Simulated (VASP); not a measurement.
# Sn (I4_1/amd) in VASP: a series of runs, part 2 of 2

VASP 6.6.1. The steps go on from the part before.

## (5) Single point, RPBE

Contents of INCAR:

```
SYSTEM = Sn
ALGO = Fast ; EDIFF = 1E-7
ENCUT = 520 ; GGA = RP
ISIF = 2 ; ISMEAR = -1
LASPH = .True. ; LCHARG = .False.
LREAL = .False. ; LWAVE = .False.
NBANDS = 21 ; NELM = 60
PREC = Accurate ; SIGMA = 0.05
```

Contents of KPOINTS:

```
k-points
0
Gamma
  5 5 5
  0 0 0
```

Contents of POSCAR:

```
Sn
1.0
   -2.9401404553      2.9401404553      1.5993019889
    2.9401404553     -2.9401404553      1.5993019889
    2.9401404553      2.9401404553     -1.5993019889
Sn
2
Direct
    0.0000000000      0.0000000000      0.0000000000
    0.7500000000      0.2500000000      0.5000000000
```

Potentials or basis: VASP PAW PBE potentials, release 64 (Sn_d).

Started as:

```
$ cat potpaw_PBE.64/Sn_d/POTCAR > POTCAR
$ mpirun -np 1 vasp_std > vasp.out
```

OUTCAR:

```text
SYSTEM = Sn
   EDIFF = 1E-7
   ENCUT = 520
   GGA = RP
   ISIF = 2
   ISMEAR = -1
   LASPH = .True.
   LREAL = .False.
   NELM = 60
   PREC = Accurate

 ion  position               nearest neighbor table
   1  0.000  0.000  0.000-   2 3.05   2 3.05   2 3.05   2 3.05
   2  0.750  0.250  0.500-   1 3.05   1 3.05   1 3.05   1 3.05

  LATTYP: Found a body centered tetragonal cell.
 ALAT       =     5.8802809106
 C/A-ratio  =     0.5439542815

  Lattice vectors:

 A1 = (  -2.9401404553,   2.9401404553,   1.5993019889)
 A2 = (   2.9401404553,  -2.9401404553,   1.5993019889)
 A3 = (   2.9401404553,   2.9401404553,  -1.5993019889)

Analysis of symmetry for initial positions (statically):
=====================================================================
 Subroutine PRICEL returns:
 Original cell was already a primitive cell.

 Routine SETGRP: Setting up the symmetry group for a
 body centered tetragonal supercell.

 Subroutine GETGRP returns: Found 16 space group operations
 (whereof  8 operations were pure point group operations)
 out of a pool of 16 trial point group operations.

The static configuration has the point symmetry D_2d.
 The point group associated with its full space group is D_4h.

Analysis of symmetry for dynamics (positions and initial velocities):
=====================================================================
 Subroutine PRICEL returns:
 Original cell was already a primitive cell.

 Routine SETGRP: Setting up the symmetry group for a
 body centered tetragonal supercell.

 Subroutine GETGRP returns: Found 16 space group operations
 (whereof  8 operations were pure point group operations)
 out of a pool of 16 trial point group operations.

The dynamic configuration has the point symmetry D_2d.
 The point group associated with its full space group is D_4h.

 Subroutine INISYM returns: Found 16 space group operations
 (whereof  8 operations are pure point group operations),
 and found     1 'primitive' translations

----------------------------------------------------------------------------------------

                                     Primitive cell

  volume of cell :      55.3002

  direct lattice vectors                    reciprocal lattice vectors
    -2.940140455  2.940140455  1.599301989     0.000000000  0.170059903  0.312636390
     2.940140455 -2.940140455  1.599301989     0.170059903  0.000000000  0.312636390
     2.940140455  2.940140455 -1.599301989     0.170059903  0.170059903  0.000000000

  length of vectors
     4.454954393  4.454954393  4.454954393     0.355895888  0.355895888  0.240501021

  position of ions in fractional coordinates (direct lattice)
     0.000000000  0.000000000  0.000000000
     0.750000000  0.250000000  0.500000000

  ion indices of the primitive-cell ions
   primitive index   ion index
                 1           1
                 2           2

----------------------------------------------------------------------------------------

 KPOINTS: k-points

Automatic generation of k-mesh.
 Grid dimensions read from file:
 generate k-points for:    5    5    5

 Generating k-lattice:

  Cartesian coordinates                     Fractional coordinates (reciprocal lattice)
     0.000000000  0.034011981  0.062527278     0.200000000  0.000000000  0.000000000
     0.034011981  0.000000000  0.062527278     0.000000000  0.200000000  0.000000000
     0.034011981  0.034011981  0.000000000     0.000000000  0.000000000  0.200000000

  Length of vectors
     0.071179178  0.071179178  0.048100204

  Shift w.r.t. Gamma in fractional coordinates (k-lattice)
     0.000000000  0.000000000  0.000000000

 Subroutine IBZKPT returns following result:
 ===========================================

 Found     18 irreducible k-points:

 Following reciprocal coordinates:
            Coordinates               Weight
  0.000000  0.000000  0.000000      1.000000
  0.200000 -0.000000  0.000000      8.000000
  0.400000 -0.000000  0.000000      8.000000
  0.200000  0.200000  0.000000      8.000000
  0.400000  0.200000  0.000000     16.000000
 -0.400000  0.200000 -0.000000     16.000000
[... 10 lines left out ...]
 -0.400000  0.400000  0.400000      4.000000
 -0.400000 -0.400000  0.400000      2.000000
   k-points           NKPTS =     18   k-points in BZ     NKDIM =     18   number of bands    NBANDS=     21
   number of dos      NEDOS =    301   number of ions     NIONS =      2
   total plane-waves  NPLWV =  46656
   dimension x,y,z NGX =    36 NGY =   36 NGZ =   36
   dimension x,y,z NGXF=    72 NGYF=   72 NGZF=   72
   ions per type =               2
   NGX,Y,Z   is equivalent  to a cutoff of  13.43, 13.43, 13.43 a.u.
   NGXF,Y,Z  is equivalent  to a cutoff of  26.87, 26.87, 26.87 a.u.
 SYSTEM =  Sn
   PREC   = accura    normal or accurate (medium, high low for compatibility)
   ISTART =      0    job   : 0-new  1-cont  2-samecut
   ICHARG =      2    charge: 1-file 2-atom 10-const
   ISPIN  =      1    spin polarized calculation?
   LNONCOLLINEAR =      F non collinear calculations
   LSORBIT =      F    spin-orbit coupling
   LASPH  =      T    aspherical Exc in radial PAW
   ENCUT  =  520.0 eV  38.22 Ry    6.18 a.u.   8.28  8.28  8.28*2*pi/ulx,y,z
   NELM   =     60;   NELMIN=  2; NELMDL= -5     # of ELM steps
   EDIFF  = 0.1E-06   stopping-criterion for ELM
   LREAL  =      F    real-space projection
   EDIFFG = 0.1E-05   stopping-criterion for IOM
   NSW    =      0    number of steps for IOM
   IBRION =     -1    ionic relax: 0-MD 1-quasi-New 2-CG
   NFREE  =      0    steps in history (QN), initial steepest desc. (CG)
   ISIF   =      2    stress and relaxation
   ISYM   =      2    0-nonsym 1-usesym 2-fastsym
   POTIM  = 0.5000    time-step for ionic-motion
   TEBEG  =    0.0;   TEEND  =   0.0 temperature during run
   PSTRESS=    0.0 pullay stress
   NELECT =      28.0000    total number of electrons
   NUPDOWN=      -1.0000    fix difference up-down
   EMIN   =  10.00;   EMAX   =-10.00  energy-range for DOS
   EFERMI =   0.00;   METHOD = LEGACY
   ISMEAR =    -1;   SIGMA  =   0.05  broadening in eV -4-tet -1-fermi 0-gaus
   EFERMI_NEDOS =   21; number of points for ismear=-14 and -15
   IALGO  =     68    algorithm
   IMIX   =      4    mixing-type and parameters
     AMIX     =   0.40;   BMIX     =  1.00
     AMIX_MAG =   1.60;   BMIX_MAG =  1.00
  volume/ion in A,a.u.               =      27.65       186.59
  Fermi-wavevector in a.u.,A,eV,Ry     =   1.304824  2.465760 23.164816  1.702566
  Thomas-Fermi vector in A             =   2.435734
   LORBIT       =      0    0 simple, 1 ext, 2 COOP (PROOUT), +10 PAW based schemes
   GGA     = RP    functional components
   LHFCALC =     F    Hartree Fock is set to
   AEXX    =    0.0000 exact exchange contribution
   IVDW    =     0    specifies the selected vdW correction
   LEPSILON=     F    determine dielectric tensor
   LRPA    =     F    only Hartree local field effects (RPA)
 non-spin polarized calculation
 RMM-DIIS sequential band-by-band and
  energy-cutoff  :      520.00
  volume of cell :       55.30
 maximum number of plane-waves:      1501
 NGX is ok and might be reduce to    36
   NGX = 17   NGY = 17   NGZ = 17

 number of electron      27.9999989 magnetization

 Free energy of the ion-electron system (eV)
  ---------------------------------------------------
  ext. energy  EPLUGINS =         0.00000000
  ---------------------------------------------------
  free energy    TOTEN  =        -6.85341609 eV

  energy without entropy =       -6.83677792  energy(sigma->0) =       -6.84509701

 E-fermi :   7.7857     XC(G=0): -10.1337

 val. band max:        7.7622660115   @ k =   0.4000   0.4000   0.0000
 cond. band min:       7.8391471807   @ k =   0.2000  -0.0000   0.0000
 fundamental gap:      0.0768811692
 Fermi energy:         7.7856615637

 k-point     1 :       0.0000    0.0000    0.0000
  band No.  band energies     occupation
      1     -13.8210      2.00000
      2     -13.7519      2.00000
      3     -13.7024      2.00000
      4     -13.6997      2.00000
      5     -13.5575      2.00000
      6     -13.5575      2.00000
[... 13 lines left out ...]
     20      17.5763      0.00000
     21      18.2486      0.00000
[... 385 lines left out ...]
 k-point    18 :      -0.4000   -0.4000    0.4000
  band No.  band energies     occupation
      1     -13.7240      2.00000
      2     -13.7067      2.00000
      3     -13.5909      2.00000
      4     -13.5909      2.00000
      5     -13.5904      2.00000
      6     -13.5646      2.00000
[... 13 lines left out ...]
     20      18.9184      0.00000
     21      19.2136      0.00000

------------------------ aborting loop because EDIFF is reached ----------------------------------------

  FORCE on cell =-STRESS in cart. coord.  units (eV):
  Direction    XX          YY          ZZ          XY          YZ          ZX
  --------------------------------------------------------------------------------------
  -------------------------------------------------------------------------------------
  Total        1.7315472      1.7315472     -0.1030150      0.0000000      0.0000000      0.0000000
  in kB       50.1670184     50.1670184     -2.9845869      0.0000000      0.0000000      0.0000000
  external PRESSURE =      32.4498166 kB  Pullay stress =       0.0000000 kB

 VOLUME and BASIS-vectors are now :
 -----------------------------------------------------------------------------
  energy-cutoff  :      520.00
  volume of cell :       55.30
      direct lattice vectors                 reciprocal lattice vectors
    -2.940140455  2.940140455  1.599301989     0.000000000  0.170059903  0.312636390
     2.940140455 -2.940140455  1.599301989     0.170059903  0.000000000  0.312636390
     2.940140455  2.940140455 -1.599301989     0.170059903  0.170059903  0.000000000

 POSITION                                       TOTAL-FORCE (eV/Angst)
 -----------------------------------------------------------------------------------
      0.00000      0.00000      0.00000         0.000000     -0.000000     -0.000000
      0.00000      2.94014      0.79965        -0.000000      0.000000      0.000000
 -----------------------------------------------------------------------------------
    total drift:                               -0.000000      0.000000     -0.000000

  FREE ENERGIE OF THE ION-ELECTRON SYSTEM (eV)
  ---------------------------------------------------
  free  energy   TOTEN  =        -6.8534160935 eV

  energy  without entropy=       -6.8367779208  energy(sigma->0) =       -6.84509701
```

OSZICAR:

```text
N       E                     dE             d eps       ncg     rms          rms(c)
DAV:   1     0.225351456783E+03    0.22535E+03   -0.14624E+04   771   0.208E+03
DAV:   2     0.166326259458E+02   -0.20872E+03   -0.20482E+03   761   0.457E+02
DAV:   3    -0.610595041546E+01   -0.22739E+02   -0.22561E+02   876   0.135E+02
DAV:   4    -0.682985977049E+01   -0.72391E+00   -0.72349E+00   856   0.268E+01
DAV:   5    -0.685906473873E+01   -0.29205E-01   -0.29204E-01  1038   0.506E+00    0.235E+00
RMM:   6    -0.685256364431E+01    0.65011E-02   -0.22864E-02   923   0.181E+00    0.138E+00
RMM:   7    -0.685303470716E+01   -0.47106E-03   -0.19827E-02   897   0.164E+00    0.137E-01
RMM:   8    -0.685327200182E+01   -0.23729E-03   -0.32954E-03  1001   0.640E-01    0.519E-02
RMM:   9    -0.685340434669E+01   -0.13234E-03   -0.11465E-03  1220   0.278E-01    0.212E-02
RMM:  10    -0.685341488701E+01   -0.10540E-04   -0.98086E-05  1205   0.817E-02    0.563E-03
RMM:  11    -0.685341665379E+01   -0.17668E-05   -0.15830E-05  1253   0.294E-02    0.412E-03
RMM:  12    -0.685341601996E+01    0.63382E-06   -0.16217E-06  1071   0.996E-03    0.590E-04
RMM:  13    -0.685341609354E+01   -0.73574E-07   -0.28570E-07   708   0.437E-03
   1 F= -.68534161E+01 E0= -.68450970E+01  d E =-.166382E-01
```

It took 30 s on 1 thread of Intel Xeon Platinum 8259CL at 2.50GHz (Skylake/Cascade Lake), shared host; peak memory 0.2 GiB.

Results:

- Free energy: -6.8534 eV
- Pressure: 3.2 GPa
- Band gap on the k mesh: zero (band 14 reaches 9.19 eV, above the bottom of band 15 at 6.73 eV)

Caveat: the k points lie up to 0.45 Å⁻¹ apart; the PAW data sets were made with another functional, which shifts forces and pressure a little; spin-orbit coupling is left out, which moves the levels of the heavy elements.

## (6) Single point, revPBE

Contents of INCAR:

```
SYSTEM = Sn
PREC = Accurate
ENCUT = 520
EDIFF = 1E-6
ISMEAR = -1
SIGMA = 0.05
LREAL = .FALSE.
LASPH = .TRUE.
NELM = 80
ALGO = Fast
ISIF = 2
LWAVE = .FALSE.
LCHARG = .TRUE.
GGA = RE
LELF = .TRUE.
LVHAR = .TRUE.
NBANDS = 21
```

Contents of KPOINTS:

```
regular mesh
0
G
  5 5 5
  0 0 0
```

POSCAR is that of step 5.

Potentials or basis: VASP PAW PBE potentials, release 64 (Sn_d).

Started as:

```
$ cat potpaw_PBE.64/Sn_d/POTCAR > POTCAR
$ mpirun -np 1 vasp_std > vasp.out
```

Run time: 28 s. Hardware: 1 thread of Intel Xeon Platinum 8259CL at 2.50GHz (Skylake/Cascade Lake), shared host; peak memory 0.2 GiB.

The run converged. Its results:

* Free energy: -6.9807 eV
* Pressure: 2.8 GPa
* Band gap on the k mesh: zero (band 14 reaches 9.16 eV, above the bottom of band 15 at 6.70 eV)

Stress tensor (GPa, compression positive):
```
 4.60  0.00  0.00
 0.00  4.60  0.00
 0.00  0.00 -0.71
```

Levels at points of the mesh, in eV from the Fermi level:
```
           k point  band 11  band 12  band 13  band 14  band 15  band 16  band 17  band 18
(0.00, 0.00, 0.00)   -10.90    -3.59    -1.85    -1.85     3.05     6.23     6.23     6.85
```

Caveat: the k points lie up to 0.45 Å⁻¹ apart; the PAW data sets were made with another functional, which shifts forces and pressure a little; spin-orbit coupling is left out, which moves the levels of the heavy elements.

## (7) The runs side by side

```tsv
level	potentials or basis	gap on the mesh (eV)	pressure (GPa)
LDA	VASP PAW LDA potentials, release 64 (Sn_d)	none	-2.4
PBE	VASP PAW PBE potentials, release 64 (Sn_d)	none	1.8
PBEsol	VASP PAW PBE potentials, release 64 (Sn_d)	none	-1.1
RPBE	VASP PAW PBE potentials, release 64 (Sn_d)	none	3.2
revPBE	VASP PAW PBE potentials, release 64 (Sn_d)	none	2.8
```

Alike in all rows: task single point; no spin polarisation; cell as given; k mesh 5 × 5 × 5; cutoff (eV) 520; smearing fermi-dirac 0.05 eV.

Caveats: all runs use coarse meshes; spin-orbit coupling is left out, which moves the levels of the heavy elements; the PAW data sets were made with another functional, which shifts forces and pressure a little (some runs).

Total energies depend on the potentials used, so only differences within one code and one set of settings carry meaning.
